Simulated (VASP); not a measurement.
Co: single point with LDA

The system is Co.

```
Co
1.0
     0.00000    3.17389    3.17389
     3.17389    0.00000    3.17389
     3.17389    3.17389    0.00000
Co
6
Direct
  0.25000 0.25000 0.25000
  0.00000 0.00000 0.00000
  0.62500 0.62500 0.12500
  0.62500 0.12500 0.62500
  0.12500 0.62500 0.62500
  0.62500 0.62500 0.62500
```

This isn't the form of Co at room conditions, which is hcp.

- Program: VASP 6.6.1
- Task: single point
- Functional: LDA
- Potentials or basis: VASP PAW LDA potentials, release 64 (Co)
- Cutoff: 600 eV
- k mesh: 6 × 6 × 6
- Occupations: fermi-dirac, width 0.15 eV
- Spin: collinear spin, ferromagnetic start
- Starting moments: [1.8, 1.8, 1.8, 1.8, 1.8, 1.8] μB
- Dipole correction: no
- Further INCAR settings: ALGO = Normal; EDIFF = 1e-06; NBANDS = 40

```yaml
Pressure: -4.4 GPa
Net_moment: 8.71 μB per cell
Site_moments: Co +1.65, +1.35 (each value once) μB
Valence_electrons_inside_the_program's_atomic_spheres: Co 8.07, 8.55 (each value once)
```

Levels at points of the mesh, in eV from the Fermi level:
Spin up:
| k point | band 29 | band 30 | band 31 | band 32 | band 33 | band 34 |
| --- | --- | --- | --- | --- | --- | --- |
| (0.00, 0.00, 0.00) | 0.25 | 0.25 | 0.25 | 1.35 | 3.04 | 3.04 |
| (0.50, 0.00, 0.00) | -0.91 | -0.64 | -0.64 | 0.25 | 2.27 | 2.61 |
| (0.50, 0.50, 0.00) | -1.02 | -1.02 | -0.87 | -0.87 | 1.67 | 1.67 |
Spin down:
```csv
k point,band 20,band 21,band 22,band 23,band 24,band 25
"(0.00, 0.00, 0.00)",-0.60,0.07,0.07,0.07,0.53,0.53
"(0.50, 0.00, 0.00)",-0.64,-0.32,-0.32,-0.29,0.01,0.13
"(0.50, 0.50, 0.00)",-0.52,-0.26,-0.26,-0.19,-0.19,0.38
```

Wall time 89 s on 1 thread of AMD EPYC 9R45 96-Core Processor (Zen 5) (shared host), peak memory 0.19 GiB.

Caveat: the cell stands under tension.
